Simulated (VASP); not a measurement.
Here is a VASP 6.6.1 calculation.

File POSCAR:

```
PbF2
1.0
    5.8916182408      0.0000000000      0.0000000000
    0.0000000000      2.9458159690      2.9458164277
    0.0000000000     -2.9458159690      2.9458164277
Pb F
2 4
Direct
    0.5000000000      0.9699092238      0.9699092238
    0.0000000000      0.4699092238      0.4699092238
    0.7500052183      0.9699224585      0.4699213178
    0.2499947817      0.4699213178      0.9699224585
    0.7499947817      0.4699224585      0.9699213178
    0.2500052183      0.9699213178      0.4699224585
```

The input INCAR.step1:

```
SYSTEM = PbF2
ALGO = Normal ; EDIFF = 1E-4
ENCUT = 520 ; GGA = PE
ISMEAR = -1 ; LASPH = .True.
LCHARG = .False. ; LREAL = .False.
LWAVE = .True. ; NBANDS = 37
NELM = 100 ; PREC = Accurate
SIGMA = 0.02
```

INCAR.step2

```
SYSTEM = PbF2
ALGO = Normal ; BPARAM = 11.95
CPARAM = 0.0093 ; EDIFF = 1E-6
ENCUT = 520 ; ISIF = 2
ISMEAR = -1 ; ISTART = 1
IVDW_NL = 2 ; LASPH = .True.
LCHARG = .False. ; LMIXTAU = .True.
LREAL = .False. ; LUSE_VDW = .True.
LWAVE = .False. ; METAGGA = R2SCAN
NBANDS = 37 ; NELM = 100
PREC = Accurate ; SIGMA = 0.02
```

The input KPOINTS:

```
k-points
0
Gamma
  4 6 6
  0 0 0
```

Potentials or basis: VASP PAW PBE potentials, release 64 (Pb_d, F).

Launch:

```sh
$ cat potpaw_PBE.64/Pb_d/POTCAR potpaw_PBE.64/F/POTCAR > POTCAR
$ cp INCAR.step1 INCAR
$ mpirun -np 1 vasp_std > vasp.out
$ cp INCAR.step2 INCAR
$ mpirun -np 1 vasp_std > vasp.out
```

Problem. Predict the pressure.

Solution. 0.1 GPa.

Problem. What does it give for the band gap on the k mesh?

Solution. 4.88 eV.

Caveat: the PAW data sets were made with another functional, which shifts forces and pressure a little; spin-orbit coupling is left out, which moves the levels of the heavy elements. A k mesh can miss the band edges.
